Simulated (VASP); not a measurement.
# GaC18 in VASP: a series of runs

Runs on GaC18. Level: PBE. Tasks: single point.

Program: VASP 6.6.1. These are calculated values, not measurements. Logs are shortened: lines on timing, memory, paths and dates and some standing lists are left out, and cuts for length are marked.

## 1. The cell of the first run

The cell holds a slab with vacuum, 19 atoms: a = 7.398 Å, b = 7.398 Å, c = 11.000 Å, α = 90.00°, β = 90.00°, γ = 120.00°.

## 2. Single point, PBE, collinear spin, zero start

The input, INCAR:

```
SYSTEM = GaC18
ALGO = Normal
EDIFF = 1E-7
ENCUT = 520
GGA = PE
ISIF = 2
ISMEAR = 0
ISPIN = 2
LASPH = .TRUE.
LCHARG = .FALSE.
LORBIT = 11
LREAL = Auto
LWAVE = .FALSE.
MAGMOM = 0 0 0 0 0 0 0 0 0 0 0 0 0 0 0 0 0 0 0
NBANDS = 62
NELM = 150
PREC = Accurate
SIGMA = 0.05
```

The input, KPOINTS:

```
k-points
0
G
  2 2 1
  0 0 0
```

The input, POSCAR:

```
GaC18
1.0
    7.3980000000      0.0000000000      0.0000000000
   -3.6990000000      6.4068560000      0.0000000000
    0.0000000000      0.0000000000     11.0000000000
C Ga
18 1
Direct
   -0.0032921787     -0.0064078231      0.0898021818
    0.2184330760      0.1037001612      0.0896314545
   -0.0032458595      0.3254696219      0.0898753636
    0.2184443542      0.4370663240      0.0896335455
   -0.0024852510      0.6599346076      0.0902891818
    0.2194083171      0.7708682699      0.0898263636
    0.3295049159     -0.0074119037      0.0896047273
    0.5512549596      0.1026837500      0.0898629091
    0.3285381153      0.3254693098      0.0898752727
    0.5504769186      0.4364577571      0.0903400000
    0.3295288440      0.6592339519      0.0896614545
    0.5512848330      0.7708692064      0.0898280909
    0.6629075923     -0.0074119037      0.0896051818
    0.8850906290      0.1037003173      0.0896324545
    0.6622472882      0.3246681368      0.0903234545
    0.8858051516      0.4364572889      0.0903404545
    0.6622451861      0.6599361684      0.0902915455
    0.8857516622      0.7716795882      0.0902271818
    0.7741824124      0.5485337894      0.2877129091
```

Potentials or basis: VASP PAW PBE potentials, release 64 (C, Ga_d).

Command:

```
cat potpaw_PBE.64/C/POTCAR potpaw_PBE.64/Ga_d/POTCAR > POTCAR
mpirun -np 1 vasp_std > vasp.out
```

OUTCAR:

```text
SYSTEM = GaC18
   EDIFF = 1E-7
   ENCUT = 520
   GGA = PE
   ISIF = 2
   ISMEAR = 0
   ISPIN = 2
   LASPH = .TRUE.
   LORBIT = 11
   LREAL = Auto
   NELM = 150
   PREC = Accurate

 ion  position               nearest neighbor table
   1  0.997  0.994  0.090-   2 1.42  14 1.42  18 1.42
   2  0.218  0.104  0.090-   1 1.42   9 1.42   7 1.42
   3  0.997  0.325  0.090-   4 1.42  14 1.42  16 1.42
   4  0.218  0.437  0.090-   3 1.42   9 1.42  11 1.42
   5  0.998  0.660  0.090-   6 1.42  16 1.43  18 1.43
   6  0.219  0.771  0.090-   7 1.42  11 1.42   5 1.42
[... 10 lines left out ...]
  17  0.662  0.660  0.090-  12 1.42  10 1.43  18 1.43
  18  0.886  0.772  0.090-   1 1.42  17 1.43   5 1.43
  19  0.774  0.549  0.288-

  LATTYP: Found a hexagonal cell.
 ALAT       =     7.3980000000
 C/A-ratio  =     1.4868883482

  Lattice vectors:

 A1 = (   7.3980000000,   0.0000000000,   0.0000000000)
 A2 = (  -3.6990000000,   6.4068560000,   0.0000000000)
 A3 = (   0.0000000000,   0.0000000000,  11.0000000000)

Analysis of symmetry for initial positions (statically):
=====================================================================
 Subroutine PRICEL returns:
 Original cell was already a primitive cell.

 Routine SETGRP: Setting up the symmetry group for a
 hexagonal supercell.

 Subroutine GETGRP returns: Found  2 space group operations
 (whereof  1 operations were pure point group operations)
 out of a pool of 24 trial point group operations.

The static configuration has the point symmetry C_1 .
 The point group associated with its full space group is C_1h.

Analysis of symmetry for dynamics (positions and initial velocities):
=====================================================================
 Subroutine PRICEL returns:
 Original cell was already a primitive cell.

 Routine SETGRP: Setting up the symmetry group for a
 hexagonal supercell.

 Subroutine GETGRP returns: Found  2 space group operations
 (whereof  1 operations were pure point group operations)
 out of a pool of 24 trial point group operations.

The dynamic configuration has the point symmetry C_1 .
 The point group associated with its full space group is C_1h.

Analysis of structural, dynamic, and magnetic symmetry:
=====================================================================
 Subroutine PRICEL returns:
 Original cell was already a primitive cell.

 Routine SETGRP: Setting up the symmetry group for a
 hexagonal supercell.

 Subroutine GETGRP returns: Found  2 space group operations
 (whereof  1 operations were pure point group operations)
 out of a pool of 24 trial point group operations.

The overall configuration has the point symmetry C_1 .
 The point group associated with its full space group is C_1h.

 Subroutine INISYM returns: Found  2 space group operations
 (whereof  1 operations are pure point group operations),
 and found     1 'primitive' translations

----------------------------------------------------------------------------------------

                                     Primitive cell

  volume of cell :     521.3771

  direct lattice vectors                    reciprocal lattice vectors
     7.398000000  0.000000000  0.000000000     0.135171668  0.078041398  0.000000000
    -3.699000000  6.406856000  0.000000000     0.000000000  0.156082796  0.000000000
     0.000000000  0.000000000 11.000000000     0.000000000  0.000000000  0.090909091

  length of vectors
     7.398000000  7.398000054 11.000000000     0.156082797  0.156082796  0.090909091

  position of ions in fractional coordinates (direct lattice)
     0.996707821  0.993592177  0.089802182
     0.218433076  0.103700161  0.089631455
     0.996754141  0.325469622  0.089875364
     0.218444354  0.437066324  0.089633545
[... 63 lines left out ...]

 Following reciprocal coordinates:
            Coordinates               Weight
  0.000000  0.000000  0.000000      1.000000
  0.500000 -0.000000  0.000000      2.000000
  0.000000  0.500000  0.000000      1.000000
   k-points           NKPTS =      3   k-points in BZ     NKDIM =      3   number of bands    NBANDS=     62
   number of dos      NEDOS =    301   number of ions     NIONS =     19
   total plane-waves  NPLWV = 263424
   dimension x,y,z NGX =    56 NGY =   56 NGZ =   84
   dimension x,y,z NGXF=   112 NGYF=  112 NGZF=  168
   ions per type =              18   1
   NGX,Y,Z   is equivalent  to a cutoff of  12.58, 12.58, 12.70 a.u.
   NGXF,Y,Z  is equivalent  to a cutoff of  25.17, 25.17, 25.39 a.u.
 SYSTEM =  GaC18
   PREC   = accura    normal or accurate (medium, high low for compatibility)
   ISTART =      0    job   : 0-new  1-cont  2-samecut
   ICHARG =      2    charge: 1-file 2-atom 10-const
   ISPIN  =      2    spin polarized calculation?
   LNONCOLLINEAR =      F non collinear calculations
   LSORBIT =      F    spin-orbit coupling
   LASPH  =      T    aspherical Exc in radial PAW
   ENCUT  =  520.0 eV  38.22 Ry    6.18 a.u.  13.76 13.76 20.45*2*pi/ulx,y,z
   NELM   =    150;   NELMIN=  2; NELMDL= -5     # of ELM steps
   EDIFF  = 0.1E-06   stopping-criterion for ELM
   LREAL  =      T    real-space projection
   EDIFFG = 0.1E-05   stopping-criterion for IOM
   NSW    =      0    number of steps for IOM
   IBRION =     -1    ionic relax: 0-MD 1-quasi-New 2-CG
   NFREE  =      0    steps in history (QN), initial steepest desc. (CG)
   ISIF   =      2    stress and relaxation
   ISYM   =      2    0-nonsym 1-usesym 2-fastsym
   POTIM  = 0.5000    time-step for ionic-motion
   TEBEG  =    0.0;   TEEND  =   0.0 temperature during run
   PSTRESS=    0.0 pullay stress
   NELECT =      85.0000    total number of electrons
   NUPDOWN=      -1.0000    fix difference up-down
   EMIN   =  10.00;   EMAX   =-10.00  energy-range for DOS
   EFERMI =   0.00;   METHOD = LEGACY
   ISMEAR =     0;   SIGMA  =   0.05  broadening in eV -4-tet -1-fermi 0-gaus
   EFERMI_NEDOS =   21; number of points for ismear=-14 and -15
   IALGO  =     38    algorithm
   IMIX   =      4    mixing-type and parameters
     AMIX     =   0.40;   BMIX     =  1.00
     AMIX_MAG =   1.60;   BMIX_MAG =  1.00
  volume/ion in A,a.u.               =      27.44       185.18
  Fermi-wavevector in a.u.,A,eV,Ry     =   0.894329  1.690036 10.882263  0.799824
  Thomas-Fermi vector in A             =   2.016520
   LORBIT       =     11    0 simple, 1 ext, 2 COOP (PROOUT), +10 PAW based schemes
   GGA     = PE    functional components
   LHFCALC =     F    Hartree Fock is set to
   AEXX    =    0.0000 exact exchange contribution
   IVDW    =     0    specifies the selected vdW correction
   LEPSILON=     F    determine dielectric tensor
   LRPA    =     F    only Hartree local field effects (RPA)
 spin polarized calculation
 Gauss-broadening in eV      SIGMA  =   0.05
  energy-cutoff  :      520.00
  volume of cell :      521.38
 maximum number of plane-waves:     14099
 NGX is ok and might be reduce to    56
   NGX = 27   NGY = 27   NGZ = 41

 number of electron      84.9999999 magnetization      -0.0000000

 number of electron      84.9999999 magnetization       0.0000000

 Free energy of the ion-electron system (eV)
  ---------------------------------------------------
  ext. energy  EPLUGINS =         0.00000000
  ---------------------------------------------------
  free energy    TOTEN  =      -167.37757215 eV

  energy without entropy =     -167.37757215  energy(sigma->0) =     -167.37757215

 E-fermi :  -0.6061     XC(G=0):  -4.4778

 val. band max:       -0.8598985947   @ k =   0.0000   0.0000   0.0000
 cond. band min:       0.6209533351   @ k =   0.0000   0.5000   0.0000
 fundamental gap:      1.4808519298
 Fermi energy:        -0.6061254439

 spin component 1

 k-point     1 :       0.0000    0.0000    0.0000
  band No.  band energies     occupation
      1     -20.3509      1.00000
      2     -17.9719      1.00000
      3     -17.8275      1.00000
      4     -17.8250      1.00000
      5     -17.6194      1.00000
      6     -17.6182      1.00000
[... 160 lines left out ...]
     53       4.1345      0.00000
     54       4.3747      0.00000
 Fermi energy:        -0.6061254439

 spin component 2

 k-point     1 :       0.0000    0.0000    0.0000
  band No.  band energies     occupation
      1     -20.3509      1.00000
      2     -17.9719      1.00000
      3     -17.8275      1.00000
      4     -17.8250      1.00000
      5     -17.6194      1.00000
      6     -17.6182      1.00000
[... 160 lines left out ...]
     53       4.1345      0.00000
     54       4.3747      0.00000
 [bands above 54 left out]

------------------------ aborting loop because EDIFF is reached ----------------------------------------

  FORCE on cell =-STRESS in cart. coord.  units (eV):
  Direction    XX          YY          ZZ          XY          YZ          ZX
  --------------------------------------------------------------------------------------
  -------------------------------------------------------------------------------------
  Total        5.2379880      5.2619383     -0.0652854      0.0000000      0.0026530      0.0000000
  in kB       16.0961907     16.1697893     -0.2006202      0.0000000      0.0081525      0.0000000
  external PRESSURE =      10.6884533 kB  Pullay stress =       0.0000000 kB

 VOLUME and BASIS-vectors are now :
 -----------------------------------------------------------------------------
  energy-cutoff  :      520.00
  volume of cell :      521.38
      direct lattice vectors                 reciprocal lattice vectors
     7.398000000  0.000000000  0.000000000     0.135171668  0.078041398  0.000000000
    -3.699000000  6.406856000  0.000000000     0.000000000  0.156082796  0.000000000
     0.000000000  0.000000000 11.000000000     0.000000000  0.000000000  0.090909091

 POSITION                                       TOTAL-FORCE (eV/Angst)
 -----------------------------------------------------------------------------------
      3.69835      6.36580      0.98782        -0.000000      0.009612      0.001785
      1.23238      0.66439      0.98595        -0.001264      0.010351      0.000145
      6.17008      2.08524      0.98863        -0.008868     -0.010272      0.000433
     -0.00066      2.80022      0.98597        -0.000000     -0.002509      0.007021
      4.93852      4.22811      0.99318         0.007311      0.007055     -0.007214
     -1.22826      4.93884      0.98809         0.004482     -0.001432      0.002687
[... 11 lines left out ...]
      3.69835      4.94404      0.99250        -0.000000      0.012088      0.000149
      3.69837      3.51438      3.16484         0.000000     -0.001968      0.019432
 -----------------------------------------------------------------------------------
    total drift:                                0.087368      0.004315      0.003510

  FREE ENERGIE OF THE ION-ELECTRON SYSTEM (eV)
  ---------------------------------------------------
  free  energy   TOTEN  =      -167.3775721545 eV

  energy  without entropy=     -167.3775721545  energy(sigma->0) =     -167.37757215

 total charge

# of ion       s       p       d       tot
------------------------------------------
    1        0.861   1.801   0.000   2.662
    2        0.862   1.795   0.000   2.656
    3        0.861   1.801   0.000   2.662
    4        0.862   1.795   0.000   2.657
    5        0.861   1.786   0.000   2.647
    6        0.861   1.801   0.000   2.662
[... 11 lines left out ...]
   18        0.861   1.786   0.000   2.647
   19        1.221   0.244   9.946  11.411
--------------------------------------------------
tot         16.719  32.535   9.946  59.200

 magnetization (x)

# of ion       s       p       d       tot
------------------------------------------
    1       -0.000  -0.000   0.000  -0.000
    2       -0.000   0.000   0.000   0.000
    3        0.000   0.000   0.000   0.000
    4       -0.000  -0.000   0.000  -0.000
    5       -0.000  -0.000   0.000  -0.000
    6        0.000   0.000   0.000   0.000
[... 11 lines left out ...]
   18       -0.000   0.000   0.000   0.000
   19        0.000   0.000   0.000   0.000
--------------------------------------------------
tot          0.000   0.000   0.000   0.000
```

Run time: 9.4 min. Hardware: 1 thread of Intel Xeon Platinum 8259CL at 2.50GHz (Skylake/Cascade Lake), shared host; peak memory 0.77 GiB.

What came out:

- Free energy: -167.3776 eV
- Largest force: 0.024 eV/Å
- Net moment: 0.00 μB per cell
- Valence electrons inside the program's atomic spheres: C 2.66, 2.65 (each value once); Ga 11.41

Forces in eV/Å, atoms in the order of the input:
```
C    0.000  0.010  0.002
C   -0.001  0.010  0.000
C   -0.009 -0.010  0.000
C    0.000 -0.003  0.007
C    0.007  0.007 -0.007
C    0.004 -0.001  0.003
C    0.015  0.001  0.003
C    0.000  0.018 -0.006
C    0.009 -0.010  0.000
C    0.004 -0.024 -0.006
C    0.000  0.018 -0.006
C   -0.004 -0.001  0.003
C   -0.015  0.001  0.003
C    0.001  0.010  0.000
C    0.000 -0.018 -0.001
C   -0.004 -0.024 -0.006
C   -0.007  0.007 -0.007
C    0.000  0.012  0.000
Ga   0.000 -0.002  0.019
```

Caveat: the k points lie up to 0.49 Å⁻¹ apart.

(Part 1 of 2 ends here.)
